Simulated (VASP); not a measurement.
# Ir (Fm-3m) in VASP: notebook

Runs on Ir. Level: PBE. Tasks: single point.

All numbers are computed with VASP 6.6.1; they aren't measurements. Logs are shortened: lines on timing, memory, paths and dates and some standing lists are left out, and cuts for length are marked.

**1. The cell of the first run**

Symmetry: Fm-3m, No. 225, cubic system. Conventional cell: a = 3.831 Å, b = 3.831 Å, c = 3.831 Å, α = 90.00°, β = 90.00°, γ = 90.00°. Ir (site symmetry m-3m) has 12 Ir at 2.71 Å within 3.6 Å.

**2. Single point, PBE**

Input file INCAR:

```
  PREC = Accurate
  ENCUT = 520
  EDIFF = 1E-6
  ISMEAR = -1
  SIGMA = 0.06
  LREAL = False
  LASPH = True
  NELM = 100
  ALGO = Normal
  ISIF = 2
  LWAVE = False
  LCHARG = False
  GGA = PE
  NBANDS = 10
```

Input file KPOINTS:

```
Automatic mesh
0
Gamma
  7 7 7
```

Input file POSCAR:

```
Ir
1.0
    0.0000000000      1.9156000000      1.9156000000
    1.9156000000      0.0000000000      1.9156000000
    1.9156000000      1.9156000000      0.0000000000
Ir
1
Direct
    0.0000000000      0.0000000000      0.0000000000
```

Potentials or basis: VASP PAW PBE potentials, release 64 (Ir).

Started as:

```console
cat potpaw_PBE.64/Ir/POTCAR > POTCAR
mpirun -np 1 vasp_std > vasp.out
```

OUTCAR:

```text
PREC = Accurate
   ENCUT = 520
   EDIFF = 1E-6
   ISMEAR = -1
   LREAL = False
   LASPH = True
   NELM = 100
   ISIF = 2
   GGA = PE

 ion  position               nearest neighbor table
   1  0.000  0.000  0.000-

  LATTYP: Found a face centered cubic cell.
 ALAT       =     3.8312000000

  Lattice vectors:

 A1 = (   0.0000000000,   1.9156000000,   1.9156000000)
 A2 = (   1.9156000000,   0.0000000000,   1.9156000000)
 A3 = (   1.9156000000,   1.9156000000,   0.0000000000)

Analysis of symmetry for initial positions (statically):
[... 5 lines left out ...]
 face centered cubic supercell.

 Subroutine GETGRP returns: Found 48 space group operations
 (whereof 48 operations were pure point group operations)
 out of a pool of 48 trial point group operations.

The static configuration has the point symmetry O_h .

Analysis of symmetry for dynamics (positions and initial velocities):
[... 5 lines left out ...]
 face centered cubic supercell.

 Subroutine GETGRP returns: Found 48 space group operations
 (whereof 48 operations were pure point group operations)
 out of a pool of 48 trial point group operations.

The dynamic configuration has the point symmetry O_h .

 Subroutine INISYM returns: Found 48 space group operations
 (whereof 48 operations are pure point group operations),
 and found     1 'primitive' translations

----------------------------------------------------------------------------------------

                                     Primitive cell

  volume of cell :      14.0587

  direct lattice vectors                    reciprocal lattice vectors
     0.000000000  1.915600000  1.915600000    -0.261014826  0.261014826  0.261014826
     1.915600000  0.000000000  1.915600000     0.261014826 -0.261014826  0.261014826
     1.915600000  1.915600000  0.000000000     0.261014826  0.261014826 -0.261014826

  length of vectors
     2.709067500  2.709067500  2.709067500     0.452090940  0.452090940  0.452090940

  position of ions in fractional coordinates (direct lattice)
     0.000000000  0.000000000  0.000000000

  ion indices of the primitive-cell ions
   primitive index   ion index
                 1           1

----------------------------------------------------------------------------------------

 KPOINTS: Automatic mesh

Automatic generation of k-mesh.
 Grid dimensions read from file:
 generate k-points for:    7    7    7

 Generating k-lattice:

  Cartesian coordinates                     Fractional coordinates (reciprocal lattice)
    -0.037287832  0.037287832  0.037287832     0.142857143  0.000000000  0.000000000
     0.037287832 -0.037287832  0.037287832     0.000000000  0.142857143  0.000000000
     0.037287832  0.037287832 -0.037287832     0.000000000  0.000000000  0.142857143

  Length of vectors
     0.064584420  0.064584420  0.064584420

  Shift w.r.t. Gamma in fractional coordinates (k-lattice)
     0.000000000  0.000000000  0.000000000

 Subroutine IBZKPT returns following result:
 ===========================================

 Found     20 irreducible k-points:

 Following reciprocal coordinates:
            Coordinates               Weight
  0.000000  0.000000  0.000000      1.000000
  0.142857  0.000000  0.000000      8.000000
  0.285714  0.000000  0.000000      8.000000
  0.428571  0.000000  0.000000      8.000000
  0.142857  0.142857  0.000000      6.000000
  0.285714  0.142857  0.000000     24.000000
[... 12 lines left out ...]
 -0.428571  0.428571  0.142857     24.000000
 -0.285714  0.428571  0.142857     24.000000
   k-points           NKPTS =     20   k-points in BZ     NKDIM =     20   number of bands    NBANDS=     10
   number of dos      NEDOS =    301   number of ions     NIONS =      1
   total plane-waves  NPLWV =   8000
   dimension x,y,z NGX =    20 NGY =   20 NGZ =   20
   dimension x,y,z NGXF=    40 NGYF=   40 NGZF=   40
   ions per type =               1
   NGX,Y,Z   is equivalent  to a cutoff of  12.27, 12.27, 12.27 a.u.
   NGXF,Y,Z  is equivalent  to a cutoff of  24.55, 24.55, 24.55 a.u.
 SYSTEM =  unknown system
   PREC   = accura    normal or accurate (medium, high low for compatibility)
   ISTART =      0    job   : 0-new  1-cont  2-samecut
   ICHARG =      2    charge: 1-file 2-atom 10-const
   ISPIN  =      1    spin polarized calculation?
   LNONCOLLINEAR =      F non collinear calculations
   LSORBIT =      F    spin-orbit coupling
   LASPH  =      T    aspherical Exc in radial PAW
   ENCUT  =  520.0 eV  38.22 Ry    6.18 a.u.   5.04  5.04  5.04*2*pi/ulx,y,z
   NELM   =    100;   NELMIN=  2; NELMDL= -5     # of ELM steps
   EDIFF  = 0.1E-05   stopping-criterion for ELM
   LREAL  =      F    real-space projection
   EDIFFG = 0.1E-04   stopping-criterion for IOM
   NSW    =      0    number of steps for IOM
   IBRION =     -1    ionic relax: 0-MD 1-quasi-New 2-CG
   NFREE  =      0    steps in history (QN), initial steepest desc. (CG)
   ISIF   =      2    stress and relaxation
   ISYM   =      2    0-nonsym 1-usesym 2-fastsym
   POTIM  = 0.5000    time-step for ionic-motion
   TEBEG  =    0.0;   TEEND  =   0.0 temperature during run
   PSTRESS=    0.0 pullay stress
   NELECT =       9.0000    total number of electrons
   NUPDOWN=      -1.0000    fix difference up-down
   EMIN   =  10.00;   EMAX   =-10.00  energy-range for DOS
   EFERMI =   0.00;   METHOD = LEGACY
   ISMEAR =    -1;   SIGMA  =   0.06  broadening in eV -4-tet -1-fermi 0-gaus
   EFERMI_NEDOS =   21; number of points for ismear=-14 and -15
   IALGO  =     38    algorithm
   IMIX   =      4    mixing-type and parameters
     AMIX     =   0.40;   BMIX     =  1.00
     AMIX_MAG =   1.60;   BMIX_MAG =  1.00
  volume/ion in A,a.u.               =      14.06        94.87
  Fermi-wavevector in a.u.,A,eV,Ry     =   1.410937  2.666284 27.085691  1.990742
  Thomas-Fermi vector in A             =   2.532839
   LORBIT       =      0    0 simple, 1 ext, 2 COOP (PROOUT), +10 PAW based schemes
   GGA     = PE    functional components
   LHFCALC =     F    Hartree Fock is set to
   AEXX    =    0.0000 exact exchange contribution
   IVDW    =     0    specifies the selected vdW correction
   LEPSILON=     F    determine dielectric tensor
   LRPA    =     F    only Hartree local field effects (RPA)
 non-spin polarized calculation
  energy-cutoff  :      520.00
  volume of cell :       14.06
 maximum number of plane-waves:       387
   NGX =  9   NGY =  9   NGZ =  9

 number of electron       9.0000000 magnetization

 Free energy of the ion-electron system (eV)
  ---------------------------------------------------
  ext. energy  EPLUGINS =         0.00000000
  ---------------------------------------------------
  free energy    TOTEN  =        -8.91372644 eV

  energy without entropy =       -8.90788699  energy(sigma->0) =       -8.91080672

 E-fermi :  10.6458     XC(G=0): -14.0218

 val. band max:       10.5266944055   @ k =   0.2857   0.2857   0.0000
 cond. band min:      10.6650896779   @ k =  -0.4286   0.4286   0.0000
 fundamental gap:      0.1383952724
 Fermi energy:        10.6457963114

 k-point     1 :       0.0000    0.0000    0.0000
  band No.  band energies     occupation
      1      -0.6732      2.00000
      2       6.5986      2.00000
      3       6.5986      2.00000
      4       6.5986      2.00000
      5       9.3258      2.00000
      6       9.3258      2.00000
      7      24.8154      0.00000
      8      30.4572      0.00000
      9      30.4572      0.00000
     10      30.4572      0.00000

 k-point     2 :       0.1429    0.0000    0.0000
  band No.  band energies     occupation
      1       0.1968      2.00000
      2       6.2019      2.00000
      3       6.9255      2.00000
      4       6.9255      2.00000
      5       9.1643      2.00000
      6       9.1643      2.00000
      7      26.2027      0.00000
      8      27.3794      0.00000
      9      31.9054      0.00000
     10      31.9054      0.00000

 k-point     3 :       0.2857    0.0000    0.0000
  band No.  band energies     occupation
      1       1.9140      2.00000
      2       6.3301      2.00000
      3       6.9690      2.00000
      4       6.9690      2.00000
      5       9.8137      2.00000
      6       9.8137      2.00000
      7      23.3161      0.00000
      8      26.9172      0.00000
      9      34.4599      0.00000
     10      34.4599      0.00000

 k-point     4 :       0.4286    0.0000    0.0000
  band No.  band energies     occupation
      1       2.3562      2.00000
      2       6.5643      2.00000
      3       6.5643      2.00000
      4       8.9364      2.00000
      5      11.1858      0.00025
      6      11.1858      0.00025
      7      18.8972      0.00000
      8      24.6738      0.00000
      9      30.9358      0.00000
     10      30.9358      0.00000
[... 170 lines left out ...]
 k-point    18 :      -0.4286    0.2857    0.1429
  band No.  band energies     occupation
      1       4.1603      2.00000
      2       5.1261      2.00000
      3       6.1404      2.00000
      4       8.4327      2.00000
      5      10.8649      0.05057
      6      14.9163      0.00000
      7      19.1335      0.00000
      8      25.1232      0.00000
      9      26.7159      0.00000
     10      31.5135      0.00000

 k-point    19 :      -0.4286    0.4286    0.1429
  band No.  band energies     occupation
      1       3.5572      2.00000
      2       4.0426      2.00000
      3       7.4424      2.00000
      4      10.0300      1.99993
      5      11.5306      0.00000
      6      15.2953      0.00000
      7      20.3551      0.00000
      8      22.2966      0.00000
      9      24.6462      0.00000
     10      34.4917      0.00000

 k-point    20 :      -0.2857    0.4286    0.1429
  band No.  band energies     occupation
      1       4.1781      2.00000
      2       4.9743      2.00000
      3       6.2957      2.00000
      4       8.9159      2.00000
      5      11.5268      0.00000
      6      17.2050      0.00000
      7      19.4608      0.00000
      8      21.2085      0.00000
      9      25.0439      0.00000
     10      33.6686      0.00000

------------------------ aborting loop because EDIFF is reached ----------------------------------------

  FORCE on cell =-STRESS in cart. coord.  units (eV):
  Direction    XX          YY          ZZ          XY          YZ          ZX
  --------------------------------------------------------------------------------------
  -------------------------------------------------------------------------------------
  Total        0.9688278      0.9688278      0.9688278     -0.0000000      0.0000000      0.0000000
  in kB      110.4110947    110.4110947    110.4110947     -0.0000000      0.0000000      0.0000000
  external PRESSURE =     110.4110947 kB  Pullay stress =       0.0000000 kB

 VOLUME and BASIS-vectors are now :
 -----------------------------------------------------------------------------
  energy-cutoff  :      520.00
  volume of cell :       14.06
      direct lattice vectors                 reciprocal lattice vectors
     0.000000000  1.915600000  1.915600000    -0.261014826  0.261014826  0.261014826
     1.915600000  0.000000000  1.915600000     0.261014826 -0.261014826  0.261014826
     1.915600000  1.915600000  0.000000000     0.261014826  0.261014826 -0.261014826

 POSITION                                       TOTAL-FORCE (eV/Angst)
 -----------------------------------------------------------------------------------
      0.00000      0.00000      0.00000         0.000000      0.000000      0.000000
 -----------------------------------------------------------------------------------
    total drift:                                0.000000     -0.000000     -0.000000

  FREE ENERGIE OF THE ION-ELECTRON SYSTEM (eV)
  ---------------------------------------------------
  free  energy   TOTEN  =        -8.9137264369 eV

  energy  without entropy=       -8.9078869948  energy(sigma->0) =       -8.91080672
```

Wall time 5.2 s (1 thread of Intel Xeon Platinum 8488C (Sapphire Rapids), shared host); peak memory 0.12 GiB.

What came out:

```yaml
Free_energy: -8.9137 eV
Pressure: 11.0 GPa
```

Caveat: the k points lie up to 0.41 Å⁻¹ apart; spin-orbit coupling is left out, which moves the levels of the heavy elements.

**3. Single point, PBE**

Input file INCAR:

```
PREC = Accurate ; ENCUT = 520
EDIFF = 1E-6 ; ISMEAR = 0
SIGMA = 0.025 ; LREAL = False
LASPH = True ; NELM = 100
ALGO = Normal ; ISIF = 2
LWAVE = False ; LCHARG = False
GGA = PE ; NBANDS = 10
```

Input file KPOINTS:

```
Automatic mesh
0
Gamma
  12 12 12
```

POSCAR is that of step 2.

Potentials or basis: VASP PAW PBE potentials, release 64 (Ir).

Started as:

```console
cat potpaw_PBE.64/Ir/POTCAR > POTCAR
mpirun -np 1 vasp_std > vasp.out
```

OUTCAR:

```text
PREC = Accurate
   ENCUT = 520
   EDIFF = 1E-6
   ISMEAR = 0
   LREAL = False
   LASPH = True
   NELM = 100
   ISIF = 2
   GGA = PE

 ion  position               nearest neighbor table
   1  0.000  0.000  0.000-

  LATTYP: Found a face centered cubic cell.
 ALAT       =     3.8312000000

  Lattice vectors:

 A1 = (   0.0000000000,   1.9156000000,   1.9156000000)
 A2 = (   1.9156000000,   0.0000000000,   1.9156000000)
 A3 = (   1.9156000000,   1.9156000000,   0.0000000000)

Analysis of symmetry for initial positions (statically):
[... 5 lines left out ...]
 face centered cubic supercell.

 Subroutine GETGRP returns: Found 48 space group operations
 (whereof 48 operations were pure point group operations)
 out of a pool of 48 trial point group operations.

The static configuration has the point symmetry O_h .

Analysis of symmetry for dynamics (positions and initial velocities):
[... 5 lines left out ...]
 face centered cubic supercell.

 Subroutine GETGRP returns: Found 48 space group operations
 (whereof 48 operations were pure point group operations)
 out of a pool of 48 trial point group operations.

The dynamic configuration has the point symmetry O_h .

 Subroutine INISYM returns: Found 48 space group operations
 (whereof 48 operations are pure point group operations),
 and found     1 'primitive' translations

----------------------------------------------------------------------------------------

                                     Primitive cell

  volume of cell :      14.0587

  direct lattice vectors                    reciprocal lattice vectors
     0.000000000  1.915600000  1.915600000    -0.261014826  0.261014826  0.261014826
     1.915600000  0.000000000  1.915600000     0.261014826 -0.261014826  0.261014826
     1.915600000  1.915600000  0.000000000     0.261014826  0.261014826 -0.261014826

  length of vectors
     2.709067500  2.709067500  2.709067500     0.452090940  0.452090940  0.452090940

  position of ions in fractional coordinates (direct lattice)
     0.000000000  0.000000000  0.000000000

  ion indices of the primitive-cell ions
   primitive index   ion index
[... 91 lines left out ...]
   IMIX   =      4    mixing-type and parameters
     AMIX     =   0.40;   BMIX     =  1.00
     AMIX_MAG =   1.60;   BMIX_MAG =  1.00
  volume/ion in A,a.u.               =      14.06        94.87
  Fermi-wavevector in a.u.,A,eV,Ry     =   1.410937  2.666284 27.085691  1.990742
  Thomas-Fermi vector in A             =   2.532839
   LORBIT       =      0    0 simple, 1 ext, 2 COOP (PROOUT), +10 PAW based schemes
   GGA     = PE    functional components
   LHFCALC =     F    Hartree Fock is set to
   AEXX    =    0.0000 exact exchange contribution
   IVDW    =     0    specifies the selected vdW correction
   LEPSILON=     F    determine dielectric tensor
   LRPA    =     F    only Hartree local field effects (RPA)
 non-spin polarized calculation
 Gauss-broadening in eV      SIGMA  =   0.03
  energy-cutoff  :      520.00
  volume of cell :       14.06
 maximum number of plane-waves:       388
   NGX =  9   NGY =  9   NGZ =  9

 number of electron       9.0000000 magnetization

 Free energy of the ion-electron system (eV)
  ---------------------------------------------------
  ext. energy  EPLUGINS =         0.00000000
  ---------------------------------------------------
  free energy    TOTEN  =        -8.85138770 eV

  energy without entropy =       -8.85105336  energy(sigma->0) =       -8.85122053

 E-fermi :  10.5451     XC(G=0): -14.0262

 val. band max:       10.5297012974   @ k =  -0.3333   0.3333   0.0000
 cond. band min:      10.5483282439   @ k =  -0.2500   0.0833   0.0000
 fundamental gap:      0.0186269466
 Fermi energy:        10.5451280976

 k-point     1 :       0.0000    0.0000    0.0000
  band No.  band energies     occupation
      1      -0.6717      2.00000
      2       6.5915      2.00000
      3       6.5915      2.00000
      4       6.5915      2.00000
      5       9.3047      2.00000
      6       9.3047      2.00000
      7      24.8318      0.00000
      8      30.4511      0.00000
      9      30.4511      0.00000
     10      30.4511      0.00000
[... 287 lines left out ...]
 k-point    24 :      -0.4167    0.1667    0.0000
  band No.  band energies     occupation
      1       3.2986      2.00000
      2       5.7152      2.00000
      3       7.3160      2.00000
      4       7.5011      2.00000
      5      10.9713      0.00000
      6      14.3178      0.00000
      7      17.8202      0.00000
      8      25.8542      0.00000
      9      28.1355      0.00000
     10      30.1620      0.00000

 [... further k-points ...]
[... 5 lines left out ...]
  --------------------------------------------------------------------------------------
  -------------------------------------------------------------------------------------
  Total        1.0325805      1.0325805      1.0325805      0.0000000      0.0000000      0.0000000
  in kB      117.6765777    117.6765777    117.6765777      0.0000000      0.0000000      0.0000000
  external PRESSURE =     117.6765777 kB  Pullay stress =       0.0000000 kB

 VOLUME and BASIS-vectors are now :
 -----------------------------------------------------------------------------
  energy-cutoff  :      520.00
  volume of cell :       14.06
      direct lattice vectors                 reciprocal lattice vectors
     0.000000000  1.915600000  1.915600000    -0.261014826  0.261014826  0.261014826
     1.915600000  0.000000000  1.915600000     0.261014826 -0.261014826  0.261014826
     1.915600000  1.915600000  0.000000000     0.261014826  0.261014826 -0.261014826

 POSITION                                       TOTAL-FORCE (eV/Angst)
 -----------------------------------------------------------------------------------
      0.00000      0.00000      0.00000         0.000000      0.000000      0.000000
 -----------------------------------------------------------------------------------
    total drift:                                0.000000      0.000000      0.000000

  FREE ENERGIE OF THE ION-ELECTRON SYSTEM (eV)
  ---------------------------------------------------
  free  energy   TOTEN  =        -8.8513876972 eV

  energy  without entropy=       -8.8510533589  energy(sigma->0) =       -8.85122053
```

OSZICAR:

```text
N       E                     dE             d eps       ncg     rms          rms(c)
DAV:   1     0.489826929440E+02    0.48983E+02   -0.42911E+03  1448   0.817E+02
DAV:   2    -0.850096137851E+01   -0.57484E+02   -0.54537E+02  1468   0.200E+02
DAV:   3    -0.939929153252E+01   -0.89833E+00   -0.89692E+00  1710   0.300E+01
DAV:   4    -0.940700070972E+01   -0.77092E-02   -0.77079E-02  1650   0.260E+00
DAV:   5    -0.940715027270E+01   -0.14956E-03   -0.14956E-03  1696   0.337E-01    0.155E+01
DAV:   6    -0.894701926990E+01    0.46013E+00   -0.77891E-01  1620   0.109E+01    0.636E+00
DAV:   7    -0.885762899631E+01    0.89390E-01   -0.27048E-01  1708   0.593E+00    0.145E+00
DAV:   8    -0.885630692547E+01    0.13221E-02   -0.20589E-03  1552   0.449E-01    0.128E+00
DAV:   9    -0.885139343962E+01    0.49135E-02   -0.30942E-03  1610   0.788E-01    0.408E-02
DAV:  10    -0.885138537098E+01    0.80686E-05   -0.31732E-05  2046   0.645E-02    0.381E-02
DAV:  11    -0.885138765497E+01   -0.22840E-05   -0.25948E-06  1552   0.176E-02    0.516E-03
DAV:  12    -0.885138769719E+01   -0.42218E-07   -0.21510E-08   788   0.138E-03
   1 F= -.88513877E+01 E0= -.88512205E+01  d E =-.334338E-03
```

Wall time 11 s (1 thread of Intel Xeon Platinum 8488C (Sapphire Rapids), shared host); peak memory 0.13 GiB.

What came out:

```
Free energy : -8.8514 eV
Pressure    : 11.8 GPa
```

Levels at points of the mesh, in eV from the Fermi level:
```csv
k point,band 1,band 2,band 3,band 4,band 5,band 6,band 7,band 8
"(0.00, 0.00, 0.00)",-11.22,-3.95,-3.95,-3.95,-1.24,-1.24,14.29,19.91
"(0.50, 0.00, 0.00)",-8.20,-4.06,-4.06,-0.81,0.88,0.88,7.30,13.83
"(0.50, 0.50, 0.00)",-8.02,-7.44,0.84,1.46,1.46,1.67,10.57,11.71
```

Caveat: spin-orbit coupling is left out, which moves the levels of the heavy elements.
